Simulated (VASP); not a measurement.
# Te2Mo (P6_3/mmc) in VASP: further runs, part 4 of 4

VASP 6.6.1. The steps go on from the part before.

## Step 5: Single point, PBE+D3(BJ) (volume scaled by 0.920)

Contents of INCAR:

```
ALGO = Normal ; EDIFF = 1E-7
ENCUT = 520 ; GGA = PE
ISIF = 2 ; ISMEAR = 0
IVDW = 12 ; LASPH = T
LCHARG = F ; LREAL = F
LWAVE = F ; NBANDS = 35
NELM = 100 ; PREC = Accurate
SIGMA = 0.05
```

Contents of KPOINTS:

```
k-points
0
Gamma
  10 10 2
```

Contents of POSCAR:

```
Te2Mo
1.0
    3.4193322328      0.0000000000      0.0000000000
   -1.7096661164      2.9612285776      0.0000000000
    0.0000000000      0.0000000000     13.1799073352
Te Mo
4 2
Direct
    0.3333333333      0.6666666667      0.6113673434
    0.6666666667      0.3333333333      0.1113673434
    0.3333333333      0.6666666667      0.8886326566
    0.6666666667      0.3333333333      0.3886326566
    0.3333333333      0.6666666667      0.2500000000
    0.6666666667      0.3333333333      0.7500000000
```

Potentials or basis: VASP PAW PBE potentials, release 64 (Te, Mo_sv).

On the command line:

```bash
$ cat potpaw_PBE.64/Te/POTCAR potpaw_PBE.64/Mo_sv/POTCAR > POTCAR
$ mpirun -np 1 vasp_std > vasp.out
```

OUTCAR:

```text
EDIFF = 1E-7
   ENCUT = 520
   GGA = PE
   ISIF = 2
   ISMEAR = 0
   IVDW = 12
   LASPH = T
   LREAL = F
   NELM = 100
   PREC = Accurate
 IVDW          = 12

 ion  position               nearest neighbor table
   1  0.333  0.667  0.611-   6 2.69   6 2.69   6 2.69   4 3.54   4 3.54   4 3.54   3 3.65
   2  0.667  0.333  0.111-   5 2.69   5 2.69   5 2.69   3 3.54   3 3.54   3 3.54   4 3.65
   3  0.333  0.667  0.889-   6 2.69   6 2.69   6 2.69   2 3.54   2 3.54   2 3.54   1 3.65
   4  0.667  0.333  0.389-   5 2.69   5 2.69   5 2.69   1 3.54   1 3.54   1 3.54   2 3.65
   5  0.333  0.667  0.250-   2 2.69   4 2.69   2 2.69   4 2.69   2 2.69   4 2.69
   6  0.667  0.333  0.750-   1 2.69   3 2.69   1 2.69   3 2.69   1 2.69   3 2.69

  LATTYP: Found a hexagonal cell.
 ALAT       =     3.4193322328
 C/A-ratio  =     3.8545266847

  Lattice vectors:

 A1 = (   3.4193322328,   0.0000000000,   0.0000000000)
 A2 = (  -1.7096661164,   2.9612285776,   0.0000000000)
 A3 = (   0.0000000000,   0.0000000000,  13.1799073352)

Analysis of symmetry for initial positions (statically):
=====================================================================
 Subroutine PRICEL returns:
 Original cell was already a primitive cell.

 Routine SETGRP: Setting up the symmetry group for a
 hexagonal supercell.

 Subroutine GETGRP returns: Found 24 space group operations
 (whereof 12 operations were pure point group operations)
 out of a pool of 24 trial point group operations.

The static configuration has the point symmetry D_3d.
 The point group associated with its full space group is D_6h.

Analysis of symmetry for dynamics (positions and initial velocities):
=====================================================================
 Subroutine PRICEL returns:
 Original cell was already a primitive cell.

 Routine SETGRP: Setting up the symmetry group for a
 hexagonal supercell.

 Subroutine GETGRP returns: Found 24 space group operations
 (whereof 12 operations were pure point group operations)
 out of a pool of 24 trial point group operations.

The dynamic configuration has the point symmetry D_3d.
 The point group associated with its full space group is D_6h.

 Subroutine INISYM returns: Found 24 space group operations
 (whereof 12 operations are pure point group operations),
 and found     1 'primitive' translations

----------------------------------------------------------------------------------------

                                     Primitive cell

  volume of cell :     133.4522

  direct lattice vectors                    reciprocal lattice vectors
     3.419332233  0.000000000  0.000000000     0.292454764  0.168848837  0.000000000
    -1.709666116  2.961228578  0.000000000     0.000000000  0.337697673  0.000000000
     0.000000000  0.000000000 13.179907335     0.000000000  0.000000000  0.075873068

  length of vectors
     3.419332233  3.419332233 13.179907335     0.337697673  0.337697673  0.075873068

  position of ions in fractional coordinates (direct lattice)
     0.333333333  0.666666667  0.611367343
     0.666666667  0.333333333  0.111367343
     0.333333333  0.666666667  0.888632657
     0.666666667  0.333333333  0.388632657
     0.333333333  0.666666667  0.250000000
     0.666666667  0.333333333  0.750000000

[... 39 lines left out ...]
  0.200000  0.000000  0.000000      6.000000
  0.300000  0.000000  0.000000      6.000000
  0.400000  0.000000  0.000000      6.000000
  0.500000  0.000000  0.000000      3.000000
[... 16 lines left out ...]
  0.300000  0.100000  0.500000     12.000000
  0.400000  0.100000  0.500000     12.000000
 [... further k-points ...]
   k-points           NKPTS =     28   k-points in BZ     NKDIM =     28   number of bands    NBANDS=     35
   number of dos      NEDOS =    301   number of ions     NIONS =      6
   total plane-waves  NPLWV =  76832
   dimension x,y,z NGX =    28 NGY =   28 NGZ =   98
   dimension x,y,z NGXF=    56 NGYF=   56 NGZF=  196
   ions per type =               4   2
   NGX,Y,Z   is equivalent  to a cutoff of  13.61, 13.61, 12.36 a.u.
   NGXF,Y,Z  is equivalent  to a cutoff of  27.23, 27.23, 24.72 a.u.
 SYSTEM =  unknown system
   PREC   = accura    normal or accurate (medium, high low for compatibility)
   ISTART =      0    job   : 0-new  1-cont  2-samecut
   ICHARG =      2    charge: 1-file 2-atom 10-const
   ISPIN  =      1    spin polarized calculation?
   LNONCOLLINEAR =      F non collinear calculations
   LSORBIT =      F    spin-orbit coupling
   LASPH  =      T    aspherical Exc in radial PAW
   ENCUT  =  520.0 eV  38.22 Ry    6.18 a.u.   6.36  6.36 24.51*2*pi/ulx,y,z
   NELM   =    100;   NELMIN=  2; NELMDL= -5     # of ELM steps
   EDIFF  = 0.1E-06   stopping-criterion for ELM
   LREAL  =      F    real-space projection
   EDIFFG = 0.1E-05   stopping-criterion for IOM
   NSW    =      0    number of steps for IOM
   IBRION =     -1    ionic relax: 0-MD 1-quasi-New 2-CG
   NFREE  =      0    steps in history (QN), initial steepest desc. (CG)
   ISIF   =      2    stress and relaxation
   ISYM   =      2    0-nonsym 1-usesym 2-fastsym
   POTIM  = 0.5000    time-step for ionic-motion
   TEBEG  =    0.0;   TEEND  =   0.0 temperature during run
   PSTRESS=    0.0 pullay stress
   NELECT =      52.0000    total number of electrons
   NUPDOWN=      -1.0000    fix difference up-down
   EMIN   =  10.00;   EMAX   =-10.00  energy-range for DOS
   EFERMI =   0.00;   METHOD = LEGACY
   ISMEAR =     0;   SIGMA  =   0.05  broadening in eV -4-tet -1-fermi 0-gaus
   EFERMI_NEDOS =   21; number of points for ismear=-14 and -15
   IALGO  =     38    algorithm
   IMIX   =      4    mixing-type and parameters
     AMIX     =   0.40;   BMIX     =  1.00
     AMIX_MAG =   1.60;   BMIX_MAG =  1.00
  volume/ion in A,a.u.               =      22.24       150.10
  Fermi-wavevector in a.u.,A,eV,Ry     =   1.195733  2.259607 19.453291  1.429777
  Thomas-Fermi vector in A             =   2.331691
   LORBIT       =      0    0 simple, 1 ext, 2 COOP (PROOUT), +10 PAW based schemes
   GGA     = PE    functional components
   LHFCALC =     F    Hartree Fock is set to
   AEXX    =    0.0000 exact exchange contribution
   IVDW    =    12    specifies the selected vdW correction
   LEPSILON=     F    determine dielectric tensor
   LRPA    =     F    only Hartree local field effects (RPA)
 non-spin polarized calculation
 Gauss-broadening in eV      SIGMA  =   0.05
  energy-cutoff  :      520.00
  volume of cell :      133.45
 maximum number of plane-waves:      3624
 NGX is ok and might be reduce to    28
   NGX = 13   NGY = 13   NGZ = 49

 number of electron      52.0000002 magnetization

 Free energy of the ion-electron system (eV)
  ---------------------------------------------------
  ext. energy  EPLUGINS =         0.00000000
  ---------------------------------------------------
  free energy    TOTEN  =       -35.44871886 eV

  energy without entropy =      -35.44868047  energy(sigma->0) =      -35.44869966

 E-fermi :  10.1871     XC(G=0): -11.1070

 val. band max:       10.0898218663   @ k =   0.1000   0.0000   0.0000
 cond. band min:      10.2844090805   @ k =   0.2000   0.2000   0.0000
 fundamental gap:      0.1945872141
 Fermi energy:        10.1871177719

 k-point     1 :       0.0000    0.0000    0.0000
  band No.  band energies     occupation
      1     -50.9833      2.00000
      2     -50.9833      2.00000
      3     -25.2048      2.00000
      4     -25.2048      2.00000
      5     -25.0078      2.00000
      6     -25.0078      2.00000
[... 901 lines left out ...]
     34      13.2174      0.00000
     35      14.6578      0.00000

 [... further k-points ...]

------------------------ aborting loop because EDIFF is reached ----------------------------------------

 Edisp (eV)   -3.61433

 E8    (eV) :    -1.6632

  FORCE on cell =-STRESS in cart. coord.  units (eV):
  Direction    XX          YY          ZZ          XY          YZ          ZX
  --------------------------------------------------------------------------------------
  -------------------------------------------------------------------------------------
  Total       4.38547     4.38547     4.43343     0.00000     0.00000     0.00000
  in kB      52.65037    52.65037    53.22615     0.00000     0.00000     0.00000
  external pressure =       52.84 kB  Pullay stress =        0.00 kB

 VOLUME and BASIS-vectors are now :
 -----------------------------------------------------------------------------
  energy-cutoff  :      520.00
  volume of cell :      133.45
      direct lattice vectors                 reciprocal lattice vectors
     3.419332233  0.000000000  0.000000000     0.292454764  0.168848837  0.000000000
    -1.709666116  2.961228578  0.000000000     0.000000000  0.337697673  0.000000000
     0.000000000  0.000000000 13.179907335     0.000000000  0.000000000  0.075873068

 POSITION                                       TOTAL-FORCE (eV/Angst)
 -----------------------------------------------------------------------------------
     -0.00000      1.97415      8.05776         0.000000      0.000000     -0.014498
      1.70967      0.98708      1.46781         0.000000      0.000000     -0.014498
     -0.00000      1.97415     11.71210         0.000000      0.000000      0.014498
      1.70967      0.98708      5.12214         0.000000      0.000000      0.014498
     -0.00000      1.97415      3.29498         0.000000     -0.000000      0.000000
      1.70967      0.98708      9.88493        -0.000000     -0.000000      0.000000
 -----------------------------------------------------------------------------------
    total drift:                               -0.000000      0.000000     -0.000000

  FREE ENERGIE OF THE ION-ELECTRON SYSTEM (eV)
  ---------------------------------------------------
  free  energy   TOTEN  =       -39.0630533516 eV

  energy  without entropy=      -39.0630149584  energy(sigma->0) =      -39.06303416
```

stdout:

```text
POSCAR found type information on POSCAR TeMo
 POSCAR found :  2 types and       6 ions
 scaLAPACK will be used
 LDA part: xc-table for (Slater+PW92), standard interpolation
 POSCAR, INCAR and KPOINTS ok, starting setup
 FFT: planning ... GRIDC
 FFT: planning ... GRID_SOFT
 FFT: planning ... GRID
 WAVECAR not read
 entering main loop
```

Wall time 3.1 min (1 thread of Intel Xeon Platinum 8259CL at 2.50GHz (Skylake/Cascade Lake), shared host); peak memory 0.32 GiB.

Results:

```yaml
Free_energy: -39.0631 eV
Pressure: 5.3 GPa
Largest_force: 0.014 eV/Å
Band_gap_on_the_k_mesh: 0.19 eV, indirect (least direct gap 0.82 eV)
Dispersion_energy_per_atom: -0.602 eV
```

Forces in eV/Å, atoms in the order of the input:
```
Te   0.000  0.000 -0.014
Te   0.000  0.000 -0.014
Te   0.000  0.000  0.014
Te   0.000  0.000  0.014
Mo   0.000  0.000  0.000
Mo   0.000  0.000  0.000
```

Caveat: spin-orbit coupling is left out, which moves the levels of the heavy elements. A k mesh can miss the band edges.

## Step 6: Summary

| task | cell | k mesh | cutoff (eV) | gap on the mesh (eV) | pressure (GPa) | largest force (eV/Å) |
| --- | --- | --- | --- | --- | --- | --- |
| single point | a = 3.374, b = 3.374, c = 12.949 Å, angles 90.0, 90.0, 120.0°, 6 atoms | 10 × 10 × 4 | 520 | none | 9.3 | 0.01 |
| single point | a = 3.496, b = 3.496, c = 13.701 Å, angles 90.0, 90.0, 120.0°, 6 atoms | 10 × 10 × 2 | 520 | 0.59 | 0.0 | 0.01 |
| relaxation of cell and atoms | relaxed from a = 3.518, b = 3.518, c = 13.974 Å, angles 90.0, 90.0, 120.0°, 6 atoms | 10 × 10 × 2 | 600 | 0.59 | 0.0 | - |
| single point | a = 3.419, b = 3.419, c = 13.180 Å, angles 90.0, 90.0, 120.0°, 6 atoms | 10 × 10 × 2 | 520 | 0.19 | 5.3 | 0.01 |

Alike in all rows: level PBE+D3(BJ); potentials or basis VASP PAW PBE potentials, release 64 (Te, Mo_sv); no spin polarisation; smearing gaussian 0.05 eV.

Caveats: spin-orbit coupling is left out, which moves the levels of the heavy elements; pairwise dispersion overbinds metals, which lowers pressure and volume (some runs).

Absolute energies hang on the potentials; compare differences alone.

## Step 7: Against experiment

Step 3. Measured gap of Te2Mo: 0.88 eV (indirect; 300 K; quoted in “Broadband infrared study of pressure-tunable Fano resonance and metallization transition in 2H-MoTe2”, 2022, pmc:9569381). This calculation gives 0.59 eV (-0.29 eV). Spin-orbit coupling on Mo, Te is left out. The value is that of PBE+D3(BJ) on a finite k mesh, which can miss the band edges, without temperature or zero-point motion. Semilocal functionals fall short of measured gaps as a rule.
